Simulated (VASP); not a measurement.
**BaAuS: single point with PBE**

The system is BaAuS.

```
Ba Au S
1.0
     3.01519    4.69025    0.00000
     3.01519   -4.69025    0.00000
     0.00000    0.00000   -5.88339
Ba Au S
2 2 2
Direct
  0.34133 0.65867 0.75000
  0.65867 0.34133 0.25000
  0.00000 0.00000 0.00000
  0.00000 0.00000 0.50000
  0.74312 0.25688 0.75000
  0.25688 0.74312 0.25000
```

```yaml
Program: VASP 6.6.1
Task: single point
Functional: PBE
Potentials_or_basis: VASP PAW PBE potentials, release 64 (Ba_sv, Au, S)
Cutoff: 500 eV
k_mesh: 4 × 4 × 3
Occupations: fermi-dirac, width 0.1 eV
Spin: no spin polarisation
```

* Pressure: 0.5 GPa
* Largest force: 0.055 eV/Å
* Band gap on the k mesh: zero (bands 27 and 28 overlap by 1.17 eV)

Forces in eV/Å, atoms in the order of the input:
```
Ba   0.000  0.055  0.000
Ba   0.000 -0.055  0.000
Au   0.000  0.000  0.000
Au   0.000  0.000  0.000
S    0.000  0.027  0.000
S    0.000 -0.027  0.000
```

Stress tensor (GPa, compression positive):
```
0.65 0.00 0.00
0.00 0.21 0.00
0.00 0.00 0.74
```

Levels at points of the mesh, in eV from the Fermi level:
```tsv
k point	band 25	band 26	band 27	band 28	band 29	band 30
(0.00, 0.00, 0.00)	-1.87	-1.16	-0.57	0.76	0.94	2.13
(0.50, 0.00, 0.00)	-1.90	-1.14	0.17	1.27	1.61	1.74
(0.50, 0.50, 0.00)	-1.60	-0.92	0.76	0.85	1.07	1.80
```

Wall time 2.8 min on 1 thread of Intel Xeon 8259CL, on a shared host, peak memory 0.32 GiB.

Caveat: spin-orbit coupling is left out, which moves the levels of the heavy elements.
